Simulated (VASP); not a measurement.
The system is Sn2TeAs2.

```
Sn Te As
1.0
     4.14423    0.00000    0.00000
     0.00000    4.14423    0.00000
     0.00000    0.00000    8.84895
Sn Te As
2 1 2
Direct
  0.50000 0.50000 0.37668
  0.00000 0.00000 0.94263
  0.00000 0.00000 0.29441
  0.00000 0.00000 0.64016
  0.50000 0.50000 0.68912
```

The cell was generated, and may not be a known phase.

* Program: VASP 6.6.1
* Task: relaxation of cell and atoms
* Functional: PBE
* Potentials or basis: VASP PAW PBE potentials, release 64 (Sn_d, Te, As)
* Cutoff: 600 eV
* k mesh: 10 × 10 × 4
* Occupations: gaussian, width 0.1 eV
* Spin: no spin polarisation

At the start: pressure 0.3 GPa; volume 30.40 Å³/atom.

**Question.** How do energy, volume and symmetry change on relaxing?

**Answer.** Over 43 steps the energy falls by 122.7 meV/atom and the volume is 32.15 Å³/atom (+5.8 %); space group P4mm (No. 99, to 0.1 Å) before and after.

The path:
```csv
step,energy change (eV),largest force (eV/Å),pressure (GPa),volume (Å³)
1,0.0000,0.3634,0.28,151.98
3,-0.1916,0.9551,-1.38,155.48
5,-0.3684,0.7829,0.56,148.83
7,-0.5161,0.4209,-0.29,150.57
9,-0.5396,0.2716,0.65,148.69
11,-0.5646,0.2046,0.09,152.75
13,-0.5691,0.2162,-0.03,153.53
15,-0.5776,0.2097,-0.18,154.76
17,-0.5943,0.1308,0.33,154.54
19,-0.5981,0.2372,0.39,155.32
21,-0.6061,0.2151,-0.01,158.60
23,-0.6100,0.0800,0.02,159.43
25,-0.6102,0.0587,0.09,159.23
27,-0.6107,0.0326,0.00,159.77
29,-0.6114,0.0597,-0.13,160.54
31,-0.6120,0.0580,-0.05,160.39
33,-0.6128,0.0383,0.05,160.30
35,-0.6130,0.0452,0.03,160.53
37,-0.6133,0.0256,-0.05,160.81
39,-0.6135,0.0076,-0.06,160.93
41,-0.6135,0.0265,0.02,160.67
43,-0.6136,0.0086,-0.02,160.73
```

Final structure:
```
CELL_PARAMETERS angstrom
3.83019 0.00000 0.00000
0.00000 3.83019 0.00000
0.00000 0.00000 10.95634
ATOMIC_POSITIONS crystal
Sn 0.50000 0.50000 0.40043
Sn 0.00000 0.00000 0.92666
Te 0.00000 0.00000 0.28602
As 0.00000 0.00000 0.67740
As 0.50000 0.50000 0.65250
```

Caveat: a cell axis changed by over 15 % at a fixed basis, so the end point is rough.
